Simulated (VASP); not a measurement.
# Rh (Pm-3m) in VASP: notebook

Rh is run at these levels: PBE; tasks: relaxation of cell and atoms, single point.

Program: VASP 6.6.1. These are calculated values, not measurements. Logs are shortened: lines on timing, memory, paths and dates and some standing lists are left out, and cuts for length are marked.

## (1) The cell of the first run

It takes space group Pm-3m (No. 221, cubic). The conventional cell has a = 3.688 Å, b = 3.688 Å, c = 3.688 Å, α = 90.00°, β = 90.00°, γ = 90.00°. Rh (site symmetry 4/mmm) has 8 Rh at 2.61 Å within 3.4 Å.

## (2) Relaxation of cell and atoms, PBE

Input file INCAR:

```
  ALGO = Fast
  EDIFF = 1E-6
  EDIFFG = -0.04
  ENCUT = 600
  GGA = PE
  IBRION = 2
  ISIF = 3
  ISMEAR = 0
  LASPH = True
  LCHARG = False
  LREAL = False
  LWAVE = False
  NELM = 60
  NSW = 90
  PREC = Accurate
  SIGMA = 0.1
```

Input file KPOINTS:

```
k-points
0
Gamma
  6 6 6
```

Input file POSCAR:

```
Rh
1.0
    3.6881927733      0.0000000000      0.0000000000
    0.0000000000      3.6881927733      0.0000000000
    0.0000000000      0.0000000000      3.6881927733
Rh
3
Direct
    0.0000000000      0.5000000000      0.5000000000
    0.5000000000      0.0000000000      0.5000000000
    0.5000000000      0.5000000000      0.0000000000
```

Potentials or basis: VASP PAW PBE potentials, release 64 (Rh_pv).

Run with:

```sh
$ cat potpaw_PBE.64/Rh_pv/POTCAR > POTCAR
$ mpirun -np 1 vasp_std > vasp.out
```

OUTCAR:

```text
EDIFF = 1E-6
   EDIFFG = -0.04
   ENCUT = 600
   GGA = PE
   IBRION = 2
   ISIF = 3
   ISMEAR = 0
   LASPH = True
   LREAL = False
   NELM = 60
   NSW = 90
   PREC = Accurate

 ion  position               nearest neighbor table
   1  0.000  0.500  0.500-   2 2.61   3 2.61   3 2.61   2 2.61   2 2.61   3 2.61   3 2.61   2 2.61

   2  0.500  0.000  0.500-   1 2.61   3 2.61   3 2.61   1 2.61   3 2.61   3 2.61   1 2.61   1 2.61

   3  0.500  0.500  0.000-   1 2.61   2 2.61   1 2.61   2 2.61   2 2.61   2 2.61   1 2.61   1 2.61

  LATTYP: Found a simple cubic cell.
 ALAT       =     3.6881927733

  Lattice vectors:

 A1 = (   3.6881927733,   0.0000000000,   0.0000000000)
 A2 = (   0.0000000000,   3.6881927733,   0.0000000000)
 A3 = (   0.0000000000,   0.0000000000,   3.6881927733)

Analysis of symmetry for initial positions (statically):
=====================================================================
 Subroutine PRICEL returns:
 Original cell was already a primitive cell.

 Routine SETGRP: Setting up the symmetry group for a
 simple cubic supercell.

 Subroutine GETGRP returns: Found 48 space group operations
 (whereof 48 operations were pure point group operations)
 out of a pool of 48 trial point group operations.

The static configuration has the point symmetry O_h .

Analysis of symmetry for dynamics (positions and initial velocities):
=====================================================================
 Subroutine PRICEL returns:
 Original cell was already a primitive cell.

 Routine SETGRP: Setting up the symmetry group for a
 simple cubic supercell.

 Subroutine GETGRP returns: Found 48 space group operations
 (whereof 48 operations were pure point group operations)
 out of a pool of 48 trial point group operations.

The dynamic configuration has the point symmetry O_h .

 Subroutine INISYM returns: Found 48 space group operations
 (whereof 48 operations are pure point group operations),
 and found     1 'primitive' translations

----------------------------------------------------------------------------------------

                                     Primitive cell

  volume of cell :      50.1696

  direct lattice vectors                    reciprocal lattice vectors
     3.688192773  0.000000000  0.000000000     0.271135502  0.000000000  0.000000000
     0.000000000  3.688192773  0.000000000     0.000000000  0.271135502  0.000000000
     0.000000000  0.000000000  3.688192773     0.000000000  0.000000000  0.271135502

  length of vectors
     3.688192773  3.688192773  3.688192773     0.271135502  0.271135502  0.271135502

  position of ions in fractional coordinates (direct lattice)
     0.000000000  0.500000000  0.500000000
     0.500000000  0.000000000  0.500000000
     0.500000000  0.500000000  0.000000000

  ion indices of the primitive-cell ions
   primitive index   ion index
                 1           1
                 2           2
                 3           3

----------------------------------------------------------------------------------------

 KPOINTS: k-points

Automatic generation of k-mesh.
 Grid dimensions read from file:
 generate k-points for:    6    6    6

 Generating k-lattice:

  Cartesian coordinates                     Fractional coordinates (reciprocal lattice)
     0.045189250  0.000000000  0.000000000     0.166666667  0.000000000  0.000000000
     0.000000000  0.045189250  0.000000000     0.000000000  0.166666667  0.000000000
     0.000000000  0.000000000  0.045189250     0.000000000  0.000000000  0.166666667

  Length of vectors
     0.045189250  0.045189250  0.045189250

  Shift w.r.t. Gamma in fractional coordinates (k-lattice)
     0.000000000  0.000000000  0.000000000

 Subroutine IBZKPT returns following result:
 ===========================================

 Found     20 irreducible k-points:

 Following reciprocal coordinates:
            Coordinates               Weight
  0.000000  0.000000  0.000000      1.000000
  0.166667  0.000000  0.000000      6.000000
  0.333333  0.000000  0.000000      6.000000
  0.500000  0.000000  0.000000      3.000000
  0.166667  0.166667  0.000000     12.000000
  0.333333  0.166667  0.000000     24.000000
[... 12 lines left out ...]
  0.500000  0.500000  0.333333      6.000000
  0.500000  0.500000  0.500000      1.000000
   k-points           NKPTS =     20   k-points in BZ     NKDIM =     20   number of bands    NBANDS=     27
   number of dos      NEDOS =    301   number of ions     NIONS =      3
   total plane-waves  NPLWV =  27000
   dimension x,y,z NGX =    30 NGY =   30 NGZ =   30
   dimension x,y,z NGXF=    60 NGYF=   60 NGZF=   60
   ions per type =               3
   NGX,Y,Z   is equivalent  to a cutoff of  13.52, 13.52, 13.52 a.u.
   NGXF,Y,Z  is equivalent  to a cutoff of  27.05, 27.05, 27.05 a.u.
 SYSTEM =  unknown system
   PREC   = accura    normal or accurate (medium, high low for compatibility)
   ISTART =      0    job   : 0-new  1-cont  2-samecut
   ICHARG =      2    charge: 1-file 2-atom 10-const
   ISPIN  =      1    spin polarized calculation?
   LNONCOLLINEAR =      F non collinear calculations
   LSORBIT =      F    spin-orbit coupling
   LASPH  =      T    aspherical Exc in radial PAW
   ENCUT  =  600.0 eV  44.10 Ry    6.64 a.u.   7.37  7.37  7.37*2*pi/ulx,y,z
   NELM   =     60;   NELMIN=  2; NELMDL= -5     # of ELM steps
   EDIFF  = 0.1E-05   stopping-criterion for ELM
   LREAL  =      F    real-space projection
   EDIFFG = -.4E-01   stopping-criterion for IOM
   NSW    =     90    number of steps for IOM
   IBRION =      2    ionic relax: 0-MD 1-quasi-New 2-CG
   NFREE  =      1    steps in history (QN), initial steepest desc. (CG)
   ISIF   =      3    stress and relaxation
   ISYM   =      2    0-nonsym 1-usesym 2-fastsym
   POTIM  = 0.5000    time-step for ionic-motion
   TEBEG  =    0.0;   TEEND  =   0.0 temperature during run
   PSTRESS=    0.0 pullay stress
   NELECT =      45.0000    total number of electrons
   NUPDOWN=      -1.0000    fix difference up-down
   EMIN   =  10.00;   EMAX   =-10.00  energy-range for DOS
   EFERMI =   0.00;   METHOD = LEGACY
   ISMEAR =     0;   SIGMA  =   0.10  broadening in eV -4-tet -1-fermi 0-gaus
   EFERMI_NEDOS =   21; number of points for ismear=-14 and -15
   IALGO  =     68    algorithm
   IMIX   =      4    mixing-type and parameters
     AMIX     =   0.40;   BMIX     =  1.00
     AMIX_MAG =   1.60;   BMIX_MAG =  1.00
  volume/ion in A,a.u.               =      16.72       112.85
  Fermi-wavevector in a.u.,A,eV,Ry     =   1.578818  2.983533 33.914782  2.492666
  Thomas-Fermi vector in A             =   2.679291
   LORBIT       =      0    0 simple, 1 ext, 2 COOP (PROOUT), +10 PAW based schemes
   GGA     = PE    functional components
   LHFCALC =     F    Hartree Fock is set to
   AEXX    =    0.0000 exact exchange contribution
   IVDW    =     0    specifies the selected vdW correction
   LEPSILON=     F    determine dielectric tensor
   LRPA    =     F    only Hartree local field effects (RPA)
 conjugate gradient relaxation of ions
 non-spin polarized calculation
 RMM-DIIS sequential band-by-band and
 Gauss-broadening in eV      SIGMA  =   0.10
  energy-cutoff  :      600.00
  volume of cell :       50.17
 maximum number of plane-waves:      1743
 NGX is ok and might be reduce to    30
   NGX = 15   NGY = 15   NGZ = 15

 number of electron      45.0000009 magnetization

 Free energy of the ion-electron system (eV)
  ---------------------------------------------------
  ext. energy  EPLUGINS =         0.00000000
  ---------------------------------------------------
  free energy    TOTEN  =       -19.74660232 eV

  energy without entropy =      -19.69829295  energy(sigma->0) =      -19.72244763

 E-fermi :   8.6210     XC(G=0): -12.5622

 val. band max:        8.6179985237   @ k =   0.5000   0.5000   0.3333
 cond. band min:       8.6291536499   @ k =   0.1667   0.1667   0.0000
 fundamental gap:      0.0111551263
 Fermi energy:         8.6210022805

 k-point     1 :       0.0000    0.0000    0.0000
  band No.  band energies     occupation
      1     -38.0435      2.00000
      2     -38.0435      2.00000
      3     -38.0435      2.00000
      4     -37.4611      2.00000
      5     -37.4611      2.00000
      6     -37.4611      2.00000
[... 19 lines left out ...]
     26      13.9056      0.00000
     27      13.9056      0.00000

 k-point     2 :       0.1667    0.0000    0.0000
  band No.  band energies     occupation
      1     -38.0220      2.00000
      2     -38.0220      2.00000
      3     -38.0064      2.00000
      4     -37.4691      2.00000
      5     -37.4691      2.00000
      6     -37.4634      2.00000
[... 19 lines left out ...]
     26      12.3270      0.00000
     27      15.0616      0.00000

 k-point     3 :       0.3333    0.0000    0.0000
  band No.  band energies     occupation
      1     -37.9737      2.00000
      2     -37.9737      2.00000
      3     -37.9099      2.00000
      4     -37.4959      2.00000
      5     -37.4959      2.00000
      6     -37.4956      2.00000
[... 19 lines left out ...]
     26      10.4508      0.00000
     27      17.1076      0.00000

 k-point     4 :       0.5000    0.0000    0.0000
  band No.  band energies     occupation
      1     -37.9455      2.00000
      2     -37.9455      2.00000
      3     -37.8328      2.00000
      4     -37.5803      2.00000
      5     -37.5164      2.00000
      6     -37.5164      2.00000
[... 19 lines left out ...]
     26      10.4515      0.00000
     27      18.5334      0.00000
[... 396 lines left out ...]
      4     -37.7363      2.00000
      5     -37.6205      2.00000
      6     -37.5577      2.00000
[... 19 lines left out ...]
     26      10.6453      0.00000
     27      13.4381      0.00000

 k-point    19 :       0.5000    0.5000    0.3333
  band No.  band energies     occupation
      1     -38.3487      2.00000
      2     -37.8048      2.00000
      3     -37.7664      2.00000
      4     -37.7664      2.00000
      5     -37.5883      2.00000
      6     -37.5373      2.00000
[... 19 lines left out ...]
     26      11.5898      0.00000
     27      12.3902      0.00000

 k-point    20 :       0.5000    0.5000    0.5000
  band No.  band energies     occupation
      1     -38.3983      2.00000
      2     -37.8044      2.00000
      3     -37.8044      2.00000
      4     -37.8044      2.00000
      5     -37.5372      2.00000
      6     -37.5372      2.00000
[... 19 lines left out ...]
     26      11.5693      0.00000
     27      11.5693      0.00000

------------------------ aborting loop because EDIFF is reached ----------------------------------------

  FORCE on cell =-STRESS in cart. coord.  units (eV):
  Direction    XX          YY          ZZ          XY          YZ          ZX
  --------------------------------------------------------------------------------------
  -------------------------------------------------------------------------------------
  Total        0.0081251      0.0081251      0.0081251     -0.0000000     -0.0000000      0.0000000
  in kB        0.2594767      0.2594767      0.2594767     -0.0000000     -0.0000000      0.0000000
  external PRESSURE =       0.2594767 kB  Pullay stress =       0.0000000 kB

 VOLUME and BASIS-vectors are now :
 -----------------------------------------------------------------------------
  energy-cutoff  :      600.00
  volume of cell :       50.17
      direct lattice vectors                 reciprocal lattice vectors
     3.688192773  0.000000000  0.000000000     0.271135502  0.000000000  0.000000000
     0.000000000  3.688192773  0.000000000     0.000000000  0.271135502  0.000000000
     0.000000000  0.000000000  3.688192773     0.000000000  0.000000000  0.271135502

 POSITION                                       TOTAL-FORCE (eV/Angst)
 -----------------------------------------------------------------------------------
      0.00000      1.84410      1.84410         0.000000      0.000000      0.000000
      1.84410      0.00000      1.84410         0.000000      0.000000      0.000000
      1.84410      1.84410      0.00000         0.000000      0.000000      0.000000
 -----------------------------------------------------------------------------------
    total drift:                                0.000000      0.000000     -0.000000

  FREE ENERGIE OF THE ION-ELECTRON SYSTEM (eV)
  ---------------------------------------------------
  free  energy   TOTEN  =       -19.7466023232 eV

  energy  without entropy=      -19.6982929460  energy(sigma->0) =      -19.72244763

 reached required accuracy - stopping structural energy minimisation
```

Wall time 36 s (1 thread of Intel Xeon 6975P-C, shared host); peak memory 0.17 GiB.

What came out:

| Item | Value |
| --- | --- |
| Free energy | -19.7466 eV |
| Pressure after relaxing | 0.0 GPa |

Final structure:
```
Rh
1.0
     3.68819    0.00000    0.00000
     0.00000    3.68819    0.00000
     0.00000    0.00000    3.68819
Rh
3
Direct
  0.00000 0.50000 0.50000
  0.50000 0.00000 0.50000
  0.50000 0.50000 0.00000
```

Levels at points of the mesh, in eV from the Fermi level:
```
           k point  band 19  band 20  band 21  band 22  band 23  band 24  band 25  band 26  band 27
(0.00, 0.00, 0.00)    -0.74     0.29     0.29     1.49     1.83     1.83     1.83     5.28     5.28
(0.50, 0.00, 0.00)    -1.33    -1.16    -0.79    -0.60    -0.60    -0.36     0.43     1.83     9.91
(0.50, 0.50, 0.00)    -2.29    -1.37    -1.37    -1.23    -0.58     0.08     0.97     2.98     4.62
(0.50, 0.50, 0.50)    -1.05    -0.03    -0.03     1.31     1.42     1.42     1.45     2.95     2.95
```

Caveat: the relaxation stopped at its first step, so nothing moved.

[end of part 1 of 2]
